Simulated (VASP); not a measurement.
Crystal: GaGe3.

```
Ge Ga
1.0
     0.00000    3.31802    3.31802
     3.31802    0.00000    3.31802
     3.31802    3.31802    0.00000
Ge Ga
3 1
Direct
  0.50000 0.50000 0.50000
  0.75000 0.75000 0.75000
  0.25000 0.25000 0.25000
  0.00000 0.00000 0.00000
```

This cell differs from its parent crystal: volume scaled by 0.94.

Program: VASP 6.6.1. Alike in all runs: task single point; no spin polarisation; cell as given; k mesh 7 × 7 × 7; cutoff (eV) 520; smearing fermi-dirac 0.05 eV.

Question: Order these runs on this cell by their pressure, lowest first.
A. level LDA; potentials or basis VASP PAW LDA potentials, release 64 (Ge_d, Ga_d)
B. level PBE; potentials or basis VASP PAW PBE potentials, release 64 (Ge_d, Ga_d)
C. level r2SCAN; potentials or basis VASP PAW PBE potentials, release 64 (Ge_d, Ga_d)

Answer: A (-1.6 GPa), C (1.5 GPa), B (3.9 GPa).

Caveats: the PAW data sets were made with another functional, which shifts forces and pressure a little (some runs).
